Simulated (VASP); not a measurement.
EuS: single point with PBEsol+U

Crystal: EuS.

```xyz
4
Lattice="0.0000 2.9785 2.9785 5.9570 2.9785 2.9785 5.9570 5.9570 0.0000" Properties=species:S:1:pos:R:3 pbc="T T T"
Eu    2.9785    2.9785    2.9785
Eu    5.9570    5.9570    2.9785
S     0.0000    0.0000    0.0000
S     2.9785    2.9785    0.0000
```

| Item | Value |
| --- | --- |
| Program | VASP 6.6.1 |
| Task | single point |
| Functional | PBEsol |
| Potentials or basis | VASP PAW PBE potentials, release 64 (Eu, S) |
| Cutoff | 600 eV |
| k mesh | 6 × 6 × 6 |
| Occupations | gaussian, width 0.05 eV |
| Spin | collinear spin |
| Starting moments | [6.87, 6.87, -0.07, -0.07] μB |
| Hubbard terms | Eu f U = 8.0 eV |
| Dipole correction | no |
| Further INCAR settings | ALGO = Normal; EDIFF = 1e-06; NBANDS = 35 |

The pressure is -1.2 GPa. The band gap on the k mesh is 0.78 eV and the net moment is 14.00 μB per cell. The site moments are Eu +6.75; S -0.06 μB. The valence electrons inside the program's atomic spheres are Eu 14.88; S 3.74.

Levels at points of the mesh, in eV from the valence-band top:
Spin up:
| k point | band 28 | band 29 | band 30 | band 31 | band 32 | band 33 |
| --- | --- | --- | --- | --- | --- | --- |
| (0.00, 0.00, 0.00) | 0.00 | 0.00 | 0.00 | 0.78 | 2.36 | 2.75 |
| (0.50, 0.00, 0.00) | -0.83 | -0.82 | -0.82 | 4.39 | 4.39 | 4.95 |
| (0.50, 0.50, 0.00) | -0.38 | -0.38 | -0.38 | 0.78 | 0.78 | 4.82 |
| (0.00, 0.00, 0.50) | -0.79 | -0.74 | -0.74 | 3.80 | 3.80 | 4.40 |
| (0.50, 0.00, 0.50) | -0.84 | -0.74 | -0.74 | 3.48 | 3.48 | 3.48 |
| (0.00, 0.50, 0.50) | -0.33 | -0.33 | -0.33 | 1.59 | 1.59 | 3.66 |
Spin down:
```csv
k point,band 14,band 15,band 16,band 17,band 18,band 19
"(0.00, 0.00, 0.00)",-1.02,-1.02,-1.02,1.27,2.77,3.37
"(0.50, 0.00, 0.00)",-2.23,-2.23,-2.23,4.59,4.59,5.59
"(0.50, 0.50, 0.00)",-1.39,-1.39,-1.39,1.27,1.27,5.40
"(0.00, 0.00, 0.50)",-2.15,-1.83,-1.83,4.12,4.12,4.98
"(0.50, 0.00, 0.50)",-2.01,-2.01,-2.01,3.86,3.86,3.86
"(0.00, 0.50, 0.50)",-1.32,-1.32,-1.32,2.08,2.08,4.13
```

Eigenvalues of the final occupation matrices:
| site | spin | trace | eigenvalues |
| --- | --- | --- | --- |
| site 1 f | 1 | 6.85 | 0.98 0.98 0.98 0.98 0.98 0.98 0.98 |
| site 1 f | 2 | 0.01 | 0.00 0.00 0.00 0.00 0.00 0.00 0.00 |
| site 2 f | 1 | 6.85 | 0.98 0.98 0.98 0.98 0.98 0.98 0.98 |
| site 2 f | 2 | 0.01 | 0.00 0.00 0.00 0.00 0.00 0.00 0.00 |

Wall time 37 min on 1 thread of Oxide Virtual Turin-like Processor, with other jobs on the host, peak memory 0.64 GiB.

Caveat: the PAW data sets were made with another functional, which shifts forces and pressure a little; spin-orbit coupling is left out, which moves the levels of the heavy elements. A k mesh can miss the band edges.
